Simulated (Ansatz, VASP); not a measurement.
Ge in VASP and in Ansatz

Contents of INCAR:

```
SYSTEM = Ge
ALGO     = Normal         ! electronic algorithm
EDIFF    = 1E-7           ! SCF threshold, eV
EDIFFG   = -0.01          ! ionic threshold
ENCUT    = 600            ! plane-wave cutoff, eV
GGA      = CA             ! functional
IBRION   = 2              ! ionic algorithm
ISIF     = 3              ! what is computed and relaxed
ISMEAR   = -1             ! smearing method
LASPH    = .True.         ! aspherical terms in the spheres
LCHARG   = .False.        ! write CHGCAR
LREAL    = .False.        ! projectors in reciprocal space
LWAVE    = .False.        ! write WAVECAR
NELM     = 60             ! most SCF steps
NSW      = 60             ! ionic steps
PREC     = Accurate       ! precision mode
SIGMA    = 0.05           ! smearing width, eV
```

File KPOINTS:

```
k-points
0
Gamma
  8 8 8
  0 0 0
```

Contents of POSCAR:

```
Ge
1.0
    0.0000000000      2.8289100000      2.8289100000
    2.8289100000      0.0000000000      2.8289100000
    2.8289100000      2.8289100000      0.0000000000
Ge
2
Direct
    0.7500000000      0.7500000000      0.7500000000
    0.5000000000      0.5000000000      0.5000000000
```

The input input.yaml:

```yaml
crystal:
  lattice:
    - [0.0, 2.82891, 2.82891]
    - [2.82891, 0.0, 2.82891]
    - [2.82891, 2.82891, 0.0]
  atoms:
    - { symbol: Ge, position: [0.75, 0.75, 0.75] }
    - { symbol: Ge, position: [0.5, 0.5, 0.5] }
hamiltonian:
  xc: lda
  pseudopotentials: { kind: paw }
kpoints:
  mp_grid: { grid: [8, 8, 8] }
scf:
  occupations: { method: fermi_dirac, width: 0.05 }
output:
  forces: true
  stress: true
relax:
  f_tol: 0.01
  max_steps: 40
  cell: { stress_tol: 0.05 }
```

Alike in both runs: task relaxation of cell and atoms; functional LDA; k mesh 8 × 8 × 8; occupations fermi-dirac, width 0.05 eV; no spin polarisation.

|  | VASP | Ansatz |
| --- | --- | --- |
| version | VASP 6.6.1 | Ansatz 0.2.0 |
| potentials or method | VASP PAW LDA potentials, release 64 (Ge_d) | Ansatz PAW |
| plane-wave cutoff (eV) | 600 | 420 |
| valence electrons in the cell | 28 | 28 |

VASP gave:

```
relaxed volume (Å³/atom)                                     : 22.26
relaxed cell length with the largest relative difference (Å) : 3.978
```

**Question.** Estimate Ansatz's values.

**Answer.** Relaxed volume (Å³/atom): 22.21; relaxed cell length with the largest relative difference (Å): 3.975.

LDA's correlation is that of Perdew and Zunger in VASP and of Perdew and Wang (1992) in Ansatz.

Noted on Ansatz's run: the plane-wave basis is chosen anew once the cell has moved, so the energies of steps on either side of that aren't comparable.
